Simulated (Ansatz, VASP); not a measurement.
Two plane-wave programs on Ta

Contents of INCAR:

```
PREC = Accurate
ENCUT = 520
EDIFF = 1E-6
ISMEAR = -1
SIGMA = 0.1
LREAL = False
LASPH = True
NELM = 60
ALGO = Normal
ISIF = 2
LWAVE = False
LCHARG = False
GGA = B5
ALDAX = 1.0
AGGAX = 1.0
AGGAC = 1.0
ALDAC = 0.0
NBANDS = 18
```

Contents of KPOINTS:

```
Automatic mesh
0
Gamma
  10 10 10
```

File POSCAR:

```
Ta
1.0
    0.0000000000      3.0176472519      3.0176472519
    3.0176472519      0.0000000000      3.0176472519
    3.0176472519      3.0176472519      0.0000000000
Ta
2
Direct
    0.1250000000      0.1250000000      0.1250000000
    0.8750000000      0.8750000000      0.8750000000
```

Input for Ansatz:

```yaml
crystal:
  lattice:
    - [0.0, 3.0176472519, 3.0176472519]
    - [3.0176472519, 0.0, 3.0176472519]
    - [3.0176472519, 3.0176472519, 0.0]
  atoms:
    - { symbol: Ta, position: [0.125, 0.125, 0.125] }
    - { symbol: Ta, position: [0.875, 0.875, 0.875] }
hamiltonian:
  xc: blyp
  pseudopotentials:
    kind: paw
    azcp:
      Ta: "pseudopotentials/Ta.paw.azcp"
basis:
  ecutwfc: 420
  fft_grid_basis: typed
kpoints:
  mp_grid: { grid: [10, 10, 10], shift: [0, 0, 0] }
magnetization:
  spin_polarized: false
scf:
  occupations: { method: fermi_dirac, width: 0.1 }
  lower_state_search: "off"
output:
  stress: true
```

Alike in both runs: task single point; functional BLYP; k mesh 10 × 10 × 10; occupations fermi-dirac, width 0.1 eV; no spin polarisation.

```csv
,VASP,Ansatz
version,VASP 6.6.1,Ansatz 0.2.0
potentials or method,"VASP PAW PBE potentials, release 64 (Ta_pv), cutoff 520 eV","plane waves (420 eV) with PAW, scalar-relativistic"
valence electrons in the cell,22,26
```

```tsv
	VASP	Ansatz	Ansatz less VASP
pressure (GPa)	6.4	6.1	-0.35
```

VASP's potentials were made for PBE, not for BLYP. The functional is the same, so the differences come from potentials, cutoffs and numerics. VASP's potentials hold 22 valence electrons a cell and Ansatz's 26, so a difference there can come from the potentials and not from the codes.

Neither program's run includes spin-orbit coupling.
